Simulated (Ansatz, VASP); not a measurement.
**TiAl3 in VASP and in Ansatz**

File INCAR:

```
  PREC = Accurate
  ENCUT = 520
  EDIFF = 1E-7
  ISMEAR = 0
  SIGMA = 0.15
  LREAL = False
  LASPH = True
  NELM = 60
  ALGO = Fast
  ISIF = 2
  LWAVE = False
  LCHARG = True
  GGA = PE
  LELF = True
  LVHAR = True
  NBANDS = 18
```

KPOINTS

```
regular mesh
0
Gamma
  18 18 18
```

File POSCAR:

```
TiAl3
1.0
   -1.9226734292      1.8842199606      4.3114047966
    1.9226734292     -1.8842199606      4.3114047966
    1.9226734292      1.8842199606     -4.3114047966
Ti Al
1 3
Direct
    0.0000000000      0.0000000000      0.0000000000
    0.5000000000      0.5000000000      0.0000000000
    0.7500000000      0.2500000000      0.5000000000
    0.2500000000      0.7500000000      0.5000000000
```

Input for Ansatz:

```yaml
crystal:
  lattice:
    - [-1.9226734292, 1.8842199606, 4.3114047966]
    - [1.9226734292, -1.8842199606, 4.3114047966]
    - [1.9226734292, 1.8842199606, -4.3114047966]
  atoms:
    - { symbol: Ti, position: [0.0, 0.0, 0.0] }
    - { symbol: Al, position: [0.5, 0.5, 0.0] }
    - { symbol: Al, position: [0.75, 0.25, 0.5] }
    - { symbol: Al, position: [0.25, 0.75, 0.5] }
basis:
  ecutwfc: 420
kpoints:
  mp_grid: { grid: [18, 18, 18] }
hamiltonian:
  xc: pbe
scf:
  occupations: { method: gaussian, width: 0.15 }
output:
  forces: true
  stress: true
  eigenvalues: true
```

Change from the starting cell: strain -0.0200 x Voigt [0, 1, 0, 0, 0, 0], atoms carried along.

Alike in both runs: task single point; functional PBE; k mesh 18 × 18 × 18; occupations gaussian, width 0.15 eV; no spin polarisation.

|  | VASP | Ansatz |
| --- | --- | --- |
| version | VASP 6.6.1 | Ansatz 0.2.0 |
| potentials or method | VASP PAW PBE potentials, release 64 (Ti_sv, Al), cutoff 520 eV | scalar-relativistic, plane waves, PAW |
| valence electrons in the cell | 21 | 21 |

|  | VASP | Ansatz | Ansatz less VASP |
| --- | --- | --- | --- |
| gap on the k mesh at the Fermi level (eV) | none | none | - |
| pressure (GPa) | 2.2 | 2.3 | +0.06 |
| traceless stress, the component that is largest in VASP (GPa) | 1.76 | 1.76 | 0.000 |
| rms of the force components (eV/Å) | 0.004 | 0.004 | 0.0000 |

Atom by atom the forces differ by 0.000 eV/Å (rms over components). A gap of «none» marks a metal or a gap that the smearing closes. With one functional, cell and mesh, what is left measures potentials, basis and numerics.
